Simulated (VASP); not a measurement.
**Al: single point with r2SCAN**

Al:

```
Al
1.0
     0.00000    2.02297    2.02297
     2.02297    0.00000    2.02297
     2.02297    2.02297    0.00000
Al
1
Direct
  0.00000 0.00000 0.00000
```

```json
{
  "Program": "VASP 6.6.1",
  "Task": "single point",
  "Functional": "r2SCAN",
  "Potentials or basis": "VASP PAW PBE potentials, release 64 (Al)",
  "Cutoff": "520 eV",
  "k mesh": "22 × 22 × 22",
  "Occupations": "fermi-dirac, width 0.1 eV",
  "Spin": "no spin polarisation"
}
```

The pressure is -3.6 GPa and the band gap on the k mesh is zero (an odd number of electrons rules out a gap without spin polarisation).

Levels at points of the mesh, in eV from the Fermi level:
```tsv
k point	band 1	band 2	band 3	band 4	band 5	band 6
(0.00, 0.00, 0.00)	-11.81	13.31	13.31	13.31	15.18	15.18
(0.50, 0.00, 0.00)	-4.98	-4.52	12.07	12.07	12.28	12.28
(0.50, 0.50, 0.00)	-3.14	-1.64	5.47	5.99	5.99	9.88
```

It took 44 s on 1 thread of Intel(R) Xeon(R) 6975P-C (Granite Rapids), with other jobs on the host, peak memory 0.15 GiB.

Caveat: the cell stands under tension; the PAW data sets were made with another functional, which shifts forces and pressure a little.
